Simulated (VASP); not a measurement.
# W9C8 in VASP: a series of runs

W9C8 is run at these levels: PBEsol; tasks: single point.

Program: VASP 6.6.1. These are calculated values, not measurements. Logs are shortened: lines on timing, memory, paths and dates and some standing lists are left out, and cuts for length are marked.

## 1. The cell of the first run

The cell holds a slab with vacuum, 17 atoms: a = 5.704 Å, b = 5.704 Å, c = 17.201 Å, α = 90.00°, β = 90.00°, γ = 120.00°.

## 2. Single point, PBEsol

Contents of INCAR:

```
SYSTEM = W9C8
ALGO     = Normal         ! electronic algorithm
EDIFF    = 1E-6           ! SCF threshold, eV
ENCUT    = 520            ! plane-wave cutoff, eV
GGA      = PS             ! functional
ISIF     = 2              ! what is computed and relaxed
ISMEAR   = 0              ! smearing method
LASPH    = .TRUE.         ! aspherical terms in the spheres
LCHARG   = .FALSE.        ! write CHGCAR
LREAL    = Auto         
LWAVE    = .FALSE.        ! write WAVECAR
NBANDS   = 93             ! bands
NELM     = 60             ! most SCF steps
PREC     = Accurate       ! precision mode
SIGMA    = 0.05           ! smearing width, eV
```

Contents of KPOINTS:

```
k-points
0
G
  3 3 1
  0 0 0
```

Contents of POSCAR:

```
W9C8
1.0
    5.7040600000      0.0000000000      0.0000000000
   -2.8520300000      4.9398610000      0.0000000000
    0.0000000000      0.0000000000     17.2011400000
W C
9 8
Direct
    0.0000000000      0.0000000000      0.0581357000
    0.0070808041      0.0035333585      0.2218427868
    0.0000000000      0.5000000000      0.0581357000
    0.0000019233      0.4999834312      0.2243643597
    0.5000000000      0.0000000000      0.0581357000
    0.4964701757      0.0035524575      0.2218412353
    0.5000000000      0.5000000000      0.0581357000
    0.4964897221      0.4929708177      0.2218456728
    0.6666853609     -0.1666342739      0.3542903430
    0.3333488559      0.1667007977      0.1343894978
    0.3333623296      0.1667103518      0.2918389571
    0.3319048512      0.6659546337      0.1360507373
    0.3310702250      0.6655568052      0.3001174481
    0.8340702418      0.1681398310      0.1360550682
    0.8344849370      0.1689802567      0.3001216022
    0.8340441940      0.6659594080      0.1360504599
    0.8345188447      0.6655728491      0.3001225657
```

Potentials or basis: VASP PAW PBE potentials, release 64 (W_sv, C).

Launch:

```
cat potpaw_PBE.64/W_sv/POTCAR potpaw_PBE.64/C/POTCAR > POTCAR
mpirun -np 1 vasp_std > vasp.out
```

OUTCAR:

```text
SYSTEM = W9C8
   EDIFF = 1E-6
   ENCUT = 520
   GGA = PS
   ISIF = 2
   ISMEAR = 0
   LASPH = .TRUE.
   LREAL = Auto
   NELM = 60
   PREC = Accurate

 ion  position               nearest neighbor table
   1  0.000  0.000  0.058-  10 2.11  16 2.13  14 2.13   2 2.82   5 2.85   5 2.85   3 2.85   3 2.85
                             7 2.85   7 2.85
   2  0.007  0.004  0.222-  11 2.01  17 2.14  15 2.15  10 2.20  16 2.23  14 2.23   6 2.79   8 2.79
                             1 2.82   9 2.83   4 2.85   4 2.85   8 2.91   6 2.91
   3  0.000  0.500  0.058-  14 2.12  12 2.12  16 2.12   7 2.85   7 2.85   5 2.85   1 2.85   1 2.85
                             5 2.85   4 2.86
   4  0.000  0.500  0.224-  15 2.09  13 2.09  17 2.09  14 2.23  12 2.24  16 2.24   6 2.85   2 2.85
                             8 2.85   8 2.85   2 2.85   6 2.85   3 2.86
   5  0.500  0.000  0.058-  10 2.11  12 2.13  14 2.13   6 2.82   1 2.85   1 2.85   3 2.85   7 2.85
                             7 2.85   3 2.85
   6  0.496  0.004  0.222-  11 2.01  13 2.15  15 2.15  10 2.20  14 2.23  12 2.23   2 2.79   8 2.79
                             5 2.82   9 2.83   4 2.85   4 2.85   8 2.91   2 2.91
   7  0.500  0.500  0.058-  10 2.11  16 2.13  12 2.13   8 2.82   3 2.85   3 2.85   5 2.85   5 2.85
                             1 2.85   1 2.85
   8  0.496  0.493  0.222-  11 2.01  13 2.14  17 2.15  10 2.20  16 2.23  12 2.23   6 2.79   2 2.79
                             7 2.82   9 2.83   4 2.85   4 2.85   2 2.91   6 2.91
   9  0.667  0.833  0.354-  15 1.90  13 1.90  17 1.90   8 2.83   2 2.83   6 2.83
  10  0.333  0.167  0.134-   7 2.11   1 2.11   5 2.11   6 2.20   2 2.20   8 2.20
  11  0.333  0.167  0.292-   8 2.01   6 2.01   2 2.01
  12  0.332  0.666  0.136-   3 2.12   5 2.13   7 2.13   8 2.23   6 2.23   4 2.24
  13  0.331  0.666  0.300-   9 1.90   4 2.09   8 2.14   6 2.15
  14  0.834  0.168  0.136-   3 2.12   1 2.13   5 2.13   6 2.23   2 2.23   4 2.23
  15  0.834  0.169  0.300-   9 1.90   4 2.09   6 2.15   2 2.15
  16  0.834  0.666  0.136-   3 2.12   1 2.13   7 2.13   8 2.23   2 2.23   4 2.24
  17  0.835  0.666  0.300-   9 1.90   4 2.09   2 2.14   8 2.15

  LATTYP: Found a hexagonal cell.
 ALAT       =     5.7040600000
 C/A-ratio  =     3.0155959089

  Lattice vectors:

 A1 = (   5.7040600000,   0.0000000000,   0.0000000000)
 A2 = (  -2.8520300000,   4.9398610000,   0.0000000000)
 A3 = (   0.0000000000,   0.0000000000,  17.2011400000)

Analysis of symmetry for initial positions (statically):
=====================================================================
 Subroutine PRICEL returns:
 Original cell was already a primitive cell.

 Routine SETGRP: Setting up the symmetry group for a
 hexagonal supercell.

 Subroutine GETGRP returns: Found  1 space group operations
 (whereof  1 operations were pure point group operations)
 out of a pool of 24 trial point group operations.

The static configuration has the point symmetry C_1 .

Analysis of symmetry for dynamics (positions and initial velocities):
=====================================================================
 Subroutine PRICEL returns:
 Original cell was already a primitive cell.

 Routine SETGRP: Setting up the symmetry group for a
 hexagonal supercell.

 Subroutine GETGRP returns: Found  1 space group operations
 (whereof  1 operations were pure point group operations)
 out of a pool of 24 trial point group operations.

The dynamic configuration has the point symmetry C_1 .

 Subroutine INISYM returns: Found  1 space group operations
 (whereof  1 operations are pure point group operations),
 and found     1 'primitive' translations

----------------------------------------------------------------------------------------

                                     Primitive cell

  volume of cell :     484.6811

  direct lattice vectors                    reciprocal lattice vectors
     5.704060000  0.000000000  0.000000000     0.175313724  0.101217423  0.000000000
    -2.852030000  4.939861000  0.000000000     0.000000000  0.202434846  0.000000000
     0.000000000  0.000000000 17.201140000     0.000000000  0.000000000  0.058135682

  length of vectors
     5.704060000  5.704060117 17.201140000     0.202434850  0.202434846  0.058135682

  position of ions in fractional coordinates (direct lattice)
     0.000000000  0.000000000  0.058135700
     0.007080804  0.003533359  0.221842787
     0.000000000  0.500000000  0.058135700
     0.000001923  0.499983431  0.224364360
     0.500000000  0.000000000  0.058135700
     0.496470176  0.003552457  0.221841235
[... 9 lines left out ...]
     0.834044194  0.665959408  0.136050460
     0.834518845  0.665572849  0.300122566

  ion indices of the primitive-cell ions
   primitive index   ion index
                 1           1
                 2           2
                 3           3
                 4           4
                 5           5
                 6           6
[... 9 lines left out ...]
[... 43 lines left out ...]
   NGXF,Y,Z  is equivalent  to a cutoff of  24.48, 24.48, 24.74 a.u.
 SYSTEM =  W9C8
   PREC   = accura    normal or accurate (medium, high low for compatibility)
   ISTART =      0    job   : 0-new  1-cont  2-samecut
   ICHARG =      2    charge: 1-file 2-atom 10-const
   ISPIN  =      1    spin polarized calculation?
   LNONCOLLINEAR =      F non collinear calculations
   LSORBIT =      F    spin-orbit coupling
   LASPH  =      T    aspherical Exc in radial PAW
   ENCUT  =  520.0 eV  38.22 Ry    6.18 a.u.  10.61 10.61 31.98*2*pi/ulx,y,z
   NELM   =     60;   NELMIN=  2; NELMDL= -5     # of ELM steps
   EDIFF  = 0.1E-05   stopping-criterion for ELM
   LREAL  =      T    real-space projection
   EDIFFG = 0.1E-04   stopping-criterion for IOM
   NSW    =      0    number of steps for IOM
   IBRION =     -1    ionic relax: 0-MD 1-quasi-New 2-CG
   NFREE  =      0    steps in history (QN), initial steepest desc. (CG)
   ISIF   =      2    stress and relaxation
   ISYM   =      2    0-nonsym 1-usesym 2-fastsym
   POTIM  = 0.5000    time-step for ionic-motion
   TEBEG  =    0.0;   TEEND  =   0.0 temperature during run
   PSTRESS=    0.0 pullay stress
   NELECT =     158.0000    total number of electrons
   NUPDOWN=      -1.0000    fix difference up-down
   EMIN   =  10.00;   EMAX   =-10.00  energy-range for DOS
   EFERMI =   0.00;   METHOD = LEGACY
   ISMEAR =     0;   SIGMA  =   0.05  broadening in eV -4-tet -1-fermi 0-gaus
   EFERMI_NEDOS =   21; number of points for ismear=-14 and -15
   IALGO  =     38    algorithm
   IMIX   =      4    mixing-type and parameters
     AMIX     =   0.40;   BMIX     =  1.00
     AMIX_MAG =   1.60;   BMIX_MAG =  1.00
  volume/ion in A,a.u.               =      28.51       192.40
  Fermi-wavevector in a.u.,A,eV,Ry     =   1.126701  2.129155 17.271972  1.269454
  Thomas-Fermi vector in A             =   2.263384
   LORBIT       =      0    0 simple, 1 ext, 2 COOP (PROOUT), +10 PAW based schemes
   GGA     = PS    functional components
   LHFCALC =     F    Hartree Fock is set to
   AEXX    =    0.0000 exact exchange contribution
   IVDW    =     0    specifies the selected vdW correction
   LEPSILON=     F    determine dielectric tensor
   LRPA    =     F    only Hartree local field effects (RPA)
 non-spin polarized calculation
 Gauss-broadening in eV      SIGMA  =   0.05
  energy-cutoff  :      520.00
  volume of cell :      484.68
 maximum number of plane-waves:     13107
 NGX is ok and might be reduce to    42
   NGX = 21   NGY = 21   NGZ = 63

 number of electron     158.0000001 magnetization

 Free energy of the ion-electron system (eV)
  ---------------------------------------------------
  ext. energy  EPLUGINS =         0.00000000
  ---------------------------------------------------
  free energy    TOTEN  =      -188.98012510 eV

  energy without entropy =     -188.96675279  energy(sigma->0) =     -188.97343895

 E-fermi :   1.7067     XC(G=0):  -6.4194

 val. band max:        1.6541035258   @ k =   0.0000   0.0000   0.0000
 cond. band min:       1.7392965202   @ k =   0.0000   0.3333   0.0000
 fundamental gap:      0.0851929944
 Fermi energy:         1.7067310775

 k-point     1 :       0.0000    0.0000    0.0000
  band No.  band energies     occupation
      1     -72.6967      2.00000
      2     -72.4788      2.00000
      3     -72.2701      2.00000
      4     -72.2472      2.00000
      5     -72.2067      2.00000
      6     -72.2067      2.00000
[... 459 lines left out ...]
     90       4.0356      0.00000
     91       4.1661      0.00000
 [bands above 91 left out]

------------------------ aborting loop because EDIFF is reached ----------------------------------------

  FORCE on cell =-STRESS in cart. coord.  units (eV):
  Direction    XX          YY          ZZ          XY          YZ          ZX
  --------------------------------------------------------------------------------------
  -------------------------------------------------------------------------------------
  Total        9.5284615      9.5376730      1.1472175      0.0001776     -0.0077481     -0.0022114
  in kB       31.4975898     31.5280396      3.7922793      0.0005871     -0.0256124     -0.0073102
  external PRESSURE =      22.2726362 kB  Pullay stress =       0.0000000 kB

 VOLUME and BASIS-vectors are now :
 -----------------------------------------------------------------------------
  energy-cutoff  :      520.00
  volume of cell :      484.68
      direct lattice vectors                 reciprocal lattice vectors
     5.704060000  0.000000000  0.000000000     0.175313724  0.101217423  0.000000000
    -2.852030000  4.939861000  0.000000000     0.000000000  0.202434846  0.000000000
     0.000000000  0.000000000 17.201140000     0.000000000  0.000000000  0.058135682

 POSITION                                       TOTAL-FORCE (eV/Angst)
 -----------------------------------------------------------------------------------
      0.00000      0.00000      1.00000        -0.255270     -0.146230     -0.229627
      0.03031      0.01745      3.81595        -0.004096      0.002033     -0.020790
     -1.42602      2.46993      1.00000        -0.000040      0.000777      0.398993
     -1.42596      2.46985      3.85932        -0.001501      0.006343     -0.004547
      2.85203      0.00000      1.00000         0.255145     -0.146233     -0.229698
      2.82176      0.01755      3.81592         0.003944     -0.001525     -0.020426
[... 9 lines left out ...]
      2.85810      3.28975      2.34022         0.005574     -0.002316      0.004078
      2.86191      3.28784      5.16245         0.059589     -0.037675      0.023692
 -----------------------------------------------------------------------------------
    total drift:                                0.000415     -0.002704      0.043348

  FREE ENERGIE OF THE ION-ELECTRON SYSTEM (eV)
  ---------------------------------------------------
  free  energy   TOTEN  =      -188.9801251032 eV

  energy  without entropy=     -188.9667527914  energy(sigma->0) =     -188.97343895
```

Run time: 6.4 min. Hardware: 1 thread of Intel Xeon 6975P-C (Granite Rapids), shared host; peak memory 0.56 GiB.

What came out:

```
Free energy            : -188.9801 eV
Largest force          : 0.399 eV/Å
Band gap on the k mesh : zero (bands 79 and 80 overlap by 0.75 eV)
```

Forces on the atoms (eV/Å):
```
W   -0.255 -0.146 -0.230
W   -0.004  0.002 -0.021
W    0.000  0.001  0.399
W   -0.002  0.006 -0.005
W    0.255 -0.146 -0.230
W    0.004 -0.002 -0.020
W    0.000  0.296 -0.231
W    0.000  0.002 -0.022
W    0.000 -0.001  0.154
C    0.000 -0.002  0.006
C    0.000 -0.001  0.114
C   -0.003 -0.001  0.004
C   -0.061 -0.036  0.025
C    0.000  0.000  0.003
C    0.001  0.067  0.024
C    0.006 -0.002  0.004
C    0.060 -0.038  0.024
```

Levels at points of the mesh, in eV from the Fermi level:
| k point | band 75 | band 76 | band 77 | band 78 | band 79 | band 80 | band 81 | band 82 | band 83 | band 84 |
| --- | --- | --- | --- | --- | --- | --- | --- | --- | --- | --- |
| (0.00, 0.00, 0.00) | -1.09 | -0.05 | 0.11 | 0.11 | 0.34 | 0.45 | 0.45 | 0.86 | 1.26 | 1.26 |

Caveat: the k points lie up to 0.42 Å⁻¹ apart, too coarse for converged energies and pressures of a metal; the PAW data sets were made with another functional, which shifts forces and pressure a little; spin-orbit coupling is left out, which moves the levels of the heavy elements.

## 3. Single point, PBEsol

Contents of INCAR:

```
SYSTEM = W9C8
PREC     = Accurate       ! precision mode
ENCUT    = 520            ! plane-wave cutoff, eV
EDIFF    = 1E-6           ! SCF threshold, eV
ISMEAR   = 0              ! smearing method
SIGMA    = 0.05           ! smearing width, eV
LREAL    = Auto         
LASPH    = .TRUE.         ! aspherical terms in the spheres
NELM     = 80             ! most SCF steps
ALGO     = Normal         ! electronic algorithm
ISIF     = 2              ! what is computed and relaxed
LWAVE    = .FALSE.        ! write WAVECAR
LCHARG   = .TRUE.         ! write CHGCAR
GGA      = PS             ! functional
LELF     = .TRUE.         ! ELF
LVHAR    = .TRUE.       
NBANDS   = 93             ! bands
```

Contents of KPOINTS:

```
regular mesh
0
G
  3 3 1
  0 0 0
```

Contents of POSCAR:

```
W9C8
1.0
    5.7040600000      0.0000000000      0.0000000000
   -2.8520300000      4.9398610000      0.0000000000
    0.0000000000      0.0000000000     17.2011400000
W C
9 8
Direct
    0.0000000000      0.0000000000      0.0581356817
    0.0070807585      0.0035332978      0.2218427965
   -0.0000000506      0.4999998988      0.0581356817
    0.0000019190      0.4999835016      0.2243643735
    0.5000000000      0.0000000000      0.0581356817
    0.4964702194      0.0035525291      0.2218412268
    0.4999999494      0.4999998988      0.0581356817
    0.4964897597      0.4929707536      0.2218456451
    0.6666853327     -0.1666342434      0.3542903552
    0.3333488444      0.1667008444      0.1343895230
    0.3333623673      0.1667103589      0.2918389711
    0.3319048901      0.6659545684      0.1360507501
    0.3310701350      0.6655567839      0.3001174341
    0.8340702263      0.1681397513      0.1360550522
    0.8344848710      0.1689802608      0.3001216198
    0.8340442183      0.6659594268      0.1360504594
    0.8345188383      0.6655727762      0.3001225500
```

Potentials or basis: VASP PAW PBE potentials, release 64 (W_sv, C).

Launch:

```
cat potpaw_PBE.64/W_sv/POTCAR potpaw_PBE.64/C/POTCAR > POTCAR
mpirun -np 1 vasp_std > vasp.out
```

Run time: 5.7 min. Hardware: 1 thread of Intel Xeon 6975P-C (Granite Rapids), shared host; peak memory 0.56 GiB.

It converged, with:

```yaml
Free_energy: -188.9801 eV
Largest_force: 0.399 eV/Å
Band_gap_on_the_k_mesh: zero (bands 79 and 80 overlap by 0.75 eV)
```

Forces in eV/Å, atoms in the order of the input:
```
W   -0.255 -0.146 -0.230
W   -0.004  0.002 -0.021
W    0.000  0.001  0.399
W   -0.001  0.006 -0.005
W    0.255 -0.146 -0.230
W    0.004 -0.002 -0.020
W    0.000  0.296 -0.231
W    0.000  0.002 -0.022
W    0.000 -0.001  0.154
C    0.000 -0.002  0.006
C    0.000 -0.001  0.114
C   -0.003 -0.001  0.004
C   -0.061 -0.036  0.025
C    0.000  0.000  0.003
C    0.001  0.067  0.024
C    0.006 -0.002  0.004
C    0.060 -0.038  0.024
```

Levels at points of the mesh, in eV from the Fermi level:
```tsv
k point	band 76	band 77	band 78	band 79	band 80	band 81	band 82	band 83
(0.00, 0.00, 0.00)	-0.05	0.11	0.11	0.34	0.45	0.45	0.86	1.26
```

Caveat: the k points lie up to 0.42 Å⁻¹ apart, too coarse for converged energies and pressures of a metal; the PAW data sets were made with another functional, which shifts forces and pressure a little; spin-orbit coupling is left out, which moves the levels of the heavy elements.

## 4. Single point, PBEsol

Contents of INCAR:

```
PREC = Accurate
ENCUT = 520
EDIFF = 1E-7
ISMEAR = 0
SIGMA = 0.05
LREAL = Auto
LASPH = True
NELM = 60
ALGO = Normal
ISIF = 2
LWAVE = False
LCHARG = True
GGA = PS
LELF = True
LVHAR = True
NBANDS = 93
```

Contents of KPOINTS:

```
Automatic mesh
0
Gamma
  3 3 1
```

Contents of POSCAR:

```
W9C8
1.0
    5.7040600000      0.0000000000      0.0000000000
   -2.8520300000      4.9398610000      0.0000000000
    0.0000000000      0.0000000000     17.2011400000
W C
9 8
Direct
    0.0000000000      0.0000000000      0.0581356817
   -0.0141369217     -0.0103725591      0.2159784758
   -0.0000000506      0.4999998988      0.0581356817
   -0.0124402073      0.4910980289      0.2248105649
    0.5000000000      0.0000000000      0.0581356817
    0.4828706089     -0.0135594908      0.2243366428
    0.4999999494      0.4999998988      0.0581356817
    0.4854644789      0.4908119884      0.2260897243
    0.9794006225      0.0023656536      0.3649577295
    0.3287919993      0.1622634726      0.1360630168
    0.2991890642      0.1345614786      0.3014985635
    0.3276734252      0.6606181834      0.1376257620
    0.3131692282      0.6498269891      0.2943128188
    0.8260092139      0.1623991039      0.1351387757
    0.8143944387      0.1433206319      0.2982726726
    0.8259050686      0.6585930252      0.1355615384
    0.8289336821      0.6758212427      0.3023880975
```

Launch:

```
cat potpaw_PBE.64/W_sv/POTCAR potpaw_PBE.64/C/POTCAR > POTCAR
mpirun -np 1 vasp_std > vasp.out
```

Wall time 6.2 min (1 thread of Intel Xeon 6975P-C (Granite Rapids), shared host); peak memory 0.56 GiB.

Results (log left out):

```yaml
Free_energy: -186.7973 eV
Largest_force: 0.849 eV/Å
Band_gap_on_the_k_mesh: zero (bands 79 and 80 overlap by 0.45 eV)
```

Forces in eV/Å, atoms in the order of the input:
```
W   -0.161 -0.216 -0.805
W    0.098  0.220  0.045
W   -0.184 -0.277  0.183
W    0.001  0.125 -0.026
W   -0.271 -0.288  0.115
W    0.135  0.103 -0.164
W   -0.230 -0.333  0.321
W    0.097  0.063 -0.065
W    0.601 -0.600  0.017
C    0.007  0.115 -0.011
C   -0.071  0.628  0.066
C   -0.016  0.021 -0.024
C    0.038  0.140 -0.045
C   -0.033  0.109  0.067
C    0.079  0.417  0.189
C   -0.019  0.021  0.027
C   -0.072 -0.247  0.111
```

Levels at points of the mesh, in eV from the Fermi level:
```
           k point  band 76  band 77  band 78  band 79  band 80  band 81  band 82  band 83
(0.00, 0.00, 0.00)    -0.10     0.01     0.13     0.40     0.47     0.48     0.90     0.91
```

Caveat: the k points lie up to 0.42 Å⁻¹ apart; the PAW data sets were made with another functional, which shifts forces and pressure a little; spin-orbit coupling is left out, which moves the levels of the heavy elements.
